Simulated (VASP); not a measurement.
Write the native input for VASP 6.6.1 that does the following.

```yaml
Task: single point
Functional: PBE
Potentials_or_basis: VASP PAW PBE potentials, release 64 (Ti_sv, N)
Cutoff: 520 eV
k_mesh: 12 × 12 × 1
Occupations: fermi-dirac, width 0.08 eV
Spin: no spin polarisation
Dipole_correction: yes
Further_INCAR_settings: ALGO = Normal; EDIFF = 1e-07; NBANDS = 16
```

The structure of TiN (TiN (100), 1 layers) lies in POSCAR:

```
TiN
1.0
    3.0032769433      0.0000000000      0.0000000000
    0.0000000000      3.0032769433      0.0000000000
    0.0000000000      0.0000000000     13.0000000000
Ti N
1 1
Direct
    0.2500000000      0.2500000000      0.5000000000
    0.7500000000      0.7500000000      0.5000000000
```

One way to write it, as run:

INCAR

```
SYSTEM = TiN
  ALGO = Normal
  DIPOL = 0.5 0.5 0.500
  EDIFF = 1E-7
  ENCUT = 520
  GGA = PE
  IDIPOL = 3
  ISIF = 2
  ISMEAR = -1
  LASPH = .TRUE.
  LCHARG = .TRUE.
  LDIPOL = .TRUE.
  LELF = .TRUE.
  LREAL = .FALSE.
  LVACPOTAV = .TRUE.
  LVHAR = .TRUE.
  LWAVE = .FALSE.
  NBANDS = 16
  NELM = 100
  PREC = Accurate
  SIGMA = 0.08
```

KPOINTS

```
k-points
0
G
  12 12 1
  0 0 0
```

Potentials or basis: VASP PAW PBE potentials, release 64 (Ti_sv, N).

Launch:

```bash
$ cat potpaw_PBE.64/Ti_sv/POTCAR potpaw_PBE.64/N/POTCAR > POTCAR
$ mpirun -np 1 vasp_std > vasp.out
```

It took 31 s on 1 thread of Intel(R) Xeon(R) 6975P-C (Granite Rapids), on a shared host, peak memory 0.24 GiB.
